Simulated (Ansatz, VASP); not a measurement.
**Two plane-wave programs on MgO**

```xyz
2
Lattice="0.0000 2.1100 2.1100 2.1100 0.0000 2.1100 2.1100 2.1100 0.0000" Properties=species:S:1:pos:R:3 pbc="T T T"
Mg    0.0000    0.0000    0.0000
O     2.1100    2.1100    2.1100
```

Alike in both runs: task single point; functional PBE; k mesh 8 × 8 × 8; occupations gaussian, width 0.1 eV; no spin polarisation.

```csv
,VASP,Ansatz
version,VASP 6.6.1,Ansatz 0.2.0
potentials or method,"VASP PAW PBE potentials, release 64 (Mg_sv, O), cutoff 840 eV","scalar-relativistic, plane waves, PAW"
valence electrons in the cell,16,16
```

|  | VASP | Ansatz | Ansatz less VASP |
| --- | --- | --- | --- |
| gap on the k mesh at the Fermi level (eV) | 4.69 | 4.69 | +0.006 |
| least direct gap on the mesh (eV) | 4.69 | 4.69 | +0.006 |
| pressure (GPa) | 3.8 | 3.8 | -0.01 |
